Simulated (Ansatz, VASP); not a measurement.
SnTe in VASP and in Ansatz

POSCAR

```
SnTe
1.0
    0.0000000000      3.2939400582      3.1811413232
    3.2939400582      0.0000000000      3.1811413232
    3.2939400582      3.2939400582      0.0000000000
Sn Te
1 1
Direct
    0.0000000000      0.0000000000      0.0000000000
    0.5000000000      0.5000000000      0.5000000000
```

INCAR.step1

```
SYSTEM = SnTe
  PREC = Accurate
  ENCUT = 520
  ISMEAR = -1
  SIGMA = 0.02
  LREAL = .False.
  LASPH = .True.
  NELM = 60
  NBANDS = 17
  GGA = PE
  ALGO = Normal
  EDIFF = 1E-4
  LWAVE = .True.
  LCHARG = .False.
```

Contents of INCAR.step2:

```
SYSTEM = SnTe
  PREC = Accurate
  ENCUT = 520
  EDIFF = 1E-6
  ISMEAR = -1
  SIGMA = 0.02
  LREAL = .False.
  LASPH = .True.
  NELM = 60
  ALGO = Normal
  ISIF = 2
  LWAVE = .False.
  LCHARG = .False.
  METAGGA = R2SCAN
  LMIXTAU = .True.
  NBANDS = 17
  ISTART = 1
```

File KPOINTS:

```
regular mesh
0
Gamma
  8 8 8
  0 0 0
```

Input for Ansatz:

```yaml
crystal:
  lattice:
    - [0.0, 3.2939400582, 3.1811413232]
    - [3.2939400582, 0.0, 3.1811413232]
    - [3.2939400582, 3.2939400582, 0.0]
  atoms:
    - { symbol: Sn, position: [0.0, 0.0, 0.0] }
    - { symbol: Te, position: [0.5, 0.5, 0.5] }
kpoints:
  mp_grid: { grid: [8, 8, 8] }
  band_path:
    path:
      - [0.0, 0.0, 0.0]
      - [0.5, 0.0, 0.5]
      - [0.625, 0.25, 0.625]
      - [0.375, 0.375, 0.75]
      - [0.5, 0.5, 0.5]
      - [0.5, 0.25, 0.75]
    npoints: 1
hamiltonian:
  xc: r2scan
scf:
  occupations: { method: fermi_dirac, width: 0.02 }
  n_extra_bands: 4
output:
  forces: true
  stress: true
  eigenvalues: true
```

Change from the starting cell: epitaxial_xy strain +3.3%.

Alike in both runs: task single point; functional r2SCAN; k mesh 8 × 8 × 8; occupations fermi-dirac, width 0.02 eV; no spin polarisation.

```csv
,VASP,Ansatz
version,VASP 6.6.1,Ansatz 0.2.0
potentials or method,"VASP PAW PBE potentials, release 64 (Sn_d, Te)","plane waves, PAW"
plane-wave cutoff (eV),520,500
valence electrons in the cell,20,30
```

```csv
,VASP,Ansatz,Ansatz less VASP
pressure (GPa),-2.3,-2.3,0.00
"traceless stress, the component that is largest in VASP (GPa)",2.30,2.29,-0.008
```

VASP's potentials were made for PBE, not for r2SCAN. With one functional, cell and mesh, what is left measures potentials, basis and numerics. VASP's potentials hold 20 valence electrons a cell and Ansatz's 30, so a difference there can come from the potentials and not from the codes.

Neither program's run includes spin-orbit coupling.
